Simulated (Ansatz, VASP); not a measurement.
# Ag: VASP beside Ansatz

File INCAR:

```
SYSTEM = Ag
  PREC = Accurate
  ENCUT = 520
  EDIFF = 1E-7
  ISMEAR = 0
  SIGMA = 0.15
  LREAL = .FALSE.
  LASPH = .TRUE.
  NELM = 60
  ALGO = Normal
  ISIF = 2
  LWAVE = .FALSE.
  LCHARG = .TRUE.
  GGA = PS
  LELF = .TRUE.
  LVHAR = .TRUE.
  NBANDS = 12
```

File KPOINTS:

```
Automatic mesh
0
G
  20 20 20
  0 0 0
```

File POSCAR:

```
Ag
1.0
    0.0000000000      2.0941775000      1.9920225000
    2.0941775000      0.0000000000      1.9920225000
    2.0941775000      2.0941775000      0.0000000000
Ag
1
Direct
    0.0000000000      0.0000000000      0.0000000000
```

Input for Ansatz:

```yaml
crystal:
  lattice:
    - [0.0, 2.0941775, 1.9920225]
    - [2.0941775, 0.0, 1.9920225]
    - [2.0941775, 2.0941775, 0.0]
  atoms:
    - { symbol: Ag, position: [0.0, 0.0, 0.0] }
basis:
  ecutwfc: 420
kpoints:
  mp_grid: { grid: [20, 20, 20] }
hamiltonian:
  xc: pbesol
scf:
  occupations: { method: gaussian, width: 0.15 }
output:
  forces: true
  stress: true
  eigenvalues: true
```

Change from the starting cell: strain +0.025 along x and y, -0.025 along z, atoms carried along.

Alike in both runs: task single point; functional PBEsol; k mesh 20 × 20 × 20; occupations gaussian, width 0.15 eV; no spin polarisation.

|  | VASP | Ansatz |
| --- | --- | --- |
| version | VASP 6.6.1 | Ansatz 0.2.0 |
| potentials or method | VASP PAW PBE potentials, release 64 (Ag), cutoff 520 eV | scalar-relativistic, plane waves, PAW |
| valence electrons in the cell | 11 | 19 |

```tsv
	VASP	Ansatz	Ansatz less VASP
gap on the k mesh at the Fermi level (eV)	none	none	-
pressure (GPa)	-5.1	-4.9	+0.16
traceless stress, the component that is largest in VASP (GPa)	1.05	1.06	+0.005
```

VASP's potentials were made for PBE, not for PBEsol. A gap of «none» marks a metal or a gap that the smearing closes. The functional is the same, so the differences come from potentials, cutoffs and numerics. VASP's potentials hold 11 valence electrons a cell and Ansatz's 19, so a difference there can come from the potentials and not from the codes.
